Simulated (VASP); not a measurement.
Here is a VASP 6.6.1 calculation.

INCAR

```
SYSTEM = AsSe4
  PREC = Accurate
  ENCUT = 600
  EDIFF = 1E-6
  ISMEAR = 0
  SIGMA = 0.1
  LREAL = .FALSE.
  LASPH = .TRUE.
  NELM = 100
  ALGO = Normal
  ISIF = 3
  LWAVE = .FALSE.
  LCHARG = .FALSE.
  GGA = PE
  IBRION = 2
  NSW = 100
  EDIFFG = -0.01
```

The input KPOINTS:

```
regular mesh
0
G
  8 8 10
  0 0 0
```

Contents of POSCAR:

```
AsSe4
1.0
    3.6651653898     -4.0500802796      0.0000000000
    3.6651653898      4.0500802796      0.0000000000
    0.0000000000      0.0000000000      3.8575211772
As Se
1 4
Direct
    0.0000000000      0.0000000000      0.0000000000
    0.7451929777      0.7451929777      0.5000000000
    0.2548070223      0.2548070223      0.5000000000
    0.6702010042      0.3297989958      0.0000000000
    0.3297989958      0.6702010042      0.0000000000
```

Potentials or basis: VASP PAW PBE potentials, release 64 (As, Se).

Command:

```console
$ cat potpaw_PBE.64/As/POTCAR potpaw_PBE.64/Se/POTCAR > POTCAR
$ mpirun -np 1 vasp_std > vasp.out
```

Problem. What does it give for the relaxed volume?

Solution. 22.83 Å³/atom.

Problem. Estimate the relaxed cell.

Solution. a = 5.436 Å, b = 5.436 Å, c = 3.893 Å, α = 90.00°, β = 90.00°, γ = 97.06°.

Problem. Predict the space group after relaxing (to 0.05 Å).

Solution. Cmmm (No. 65).

Final structure:
```
As Se
1.0
     3.59979   -4.07304    0.00000
     3.59979    4.07304    0.00000
     0.00000    0.00000    3.89306
As Se
1 4
Direct
  0.00000 0.00000 0.00000
  0.74370 0.74370 0.50000
  0.25630 0.25630 0.50000
  0.67332 0.32668 0.00000
  0.32668 0.67332 0.00000
```
